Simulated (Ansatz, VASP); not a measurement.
**CuAu3: VASP beside Ansatz**

```
Cu Au
1.0
     3.81528    0.00000    0.00000
     0.00000    3.81528    0.00000
     0.00000    0.00000    3.81528
Cu Au
1 3
Direct
  0.00000 0.00000 0.00000
  0.00000 0.50000 0.50000
  0.50000 0.00000 0.50000
  0.50000 0.50000 0.00000
```

Change from the starting cell: equal strain along all axes, cell held, atoms relaxed: -4.0 %.

Alike in both runs: task single point; functional PBEsol; k mesh 14 × 14 × 14; occupations gaussian, width 0.1 eV; no spin polarisation.

|  | VASP | Ansatz |
| --- | --- | --- |
| version | VASP 6.6.1 | Ansatz 0.2.0 |
| potentials or method | VASP PAW PBE potentials, release 64 (Cu, Au), cutoff 520 eV | scalar-relativistic, plane waves, PAW |
| valence electrons in the cell | 44 | 76 |

```csv
,VASP,Ansatz,Ansatz less VASP
gap on the k mesh at the Fermi level (eV),none,none,-
pressure (GPa),29.7,29.7,+0.03
```

VASP's potentials were made for PBE, not for PBEsol. A gap of «none» marks a metal or a gap that the smearing closes. Both programs put the cell under a high pressure, so it lies far from rest at this level. VASP's potentials hold 44 valence electrons a cell and Ansatz's 76, so a difference there can come from the potentials and not from the codes.

Spin-orbit coupling is off throughout.
